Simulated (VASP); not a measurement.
Write the native input for VASP 6.6.1 that does the following.

```yaml
Task: relaxation of cell and atoms
Functional: PBEsol
Potentials_or_basis: VASP PAW PBE potentials, release 64 (Sn_d, Se)
Cutoff: 500 eV
k_mesh: 6 × 6 × 6
Occupations: gaussian, width 0.01 eV
Spin: no spin polarisation
Dipole_correction: no
Further_INCAR_settings: ALGO = Normal; EDIFF = 1e-07; IBRION = 2; EDIFFG = -0.05; NSW = 60; ISIF = 3
```

The structure of SnSe lies in POSCAR:

```
SnSe
1.0
    0.0000000000      3.0100000000      3.0100000000
    3.0100000000      0.0000000000      3.0100000000
    3.0100000000      3.0100000000      0.0000000000
Sn Se
1 1
Direct
    0.0000000000      0.0000000000      0.0000000000
    0.5000000000      0.5000000000      0.5000000000
```

These files were run (other wordings do the same):

INCAR

```
ALGO = Normal ; EDIFF = 1E-7
EDIFFG = -0.05 ; ENCUT = 500
GGA = PS ; GGA_COMPAT = F
IBRION = 2 ; ISIF = 3
ISMEAR = 0 ; LASPH = T
LCHARG = F ; LREAL = F
LWAVE = F ; NELM = 120
NELMIN = 4 ; NSW = 60
PREC = Accurate ; SIGMA = 0.01
```

KPOINTS

```
k-points
0
Gamma
  6 6 6
```

Potentials or basis: VASP PAW PBE potentials, release 64 (Sn_d, Se).

Launch:

```bash
$ cat potpaw_PBE.64/Sn_d/POTCAR potpaw_PBE.64/Se/POTCAR > POTCAR
$ mpirun -np 1 vasp_std > vasp.out
```

It gave:

```yaml
Relaxed_volume: 26.12 Å³/atom
Relaxed_cell: a = 4.196 Å, b = 4.196 Å, c = 4.196 Å, α = 60.00°, β = 60.00°, γ = 60.00°
Space_group_after_relaxing_to_0.1_Å: Fm-3m (No. 225)
Energy_gained_by_relaxing: 8.4 meV/atom
Ionic_steps: 3
Pressure_after_relaxing: 0.0 GPa
Band_gap_on_the_k_mesh: 0.84 eV
```

Caveat: the PAW data sets were made with another functional, which shifts forces and pressure a little; spin-orbit coupling is left out, which moves the levels of the heavy elements.

Wall time 50 s on 1 thread of Intel Xeon 8259CL, with other jobs on the host, peak memory 0.19 GiB.
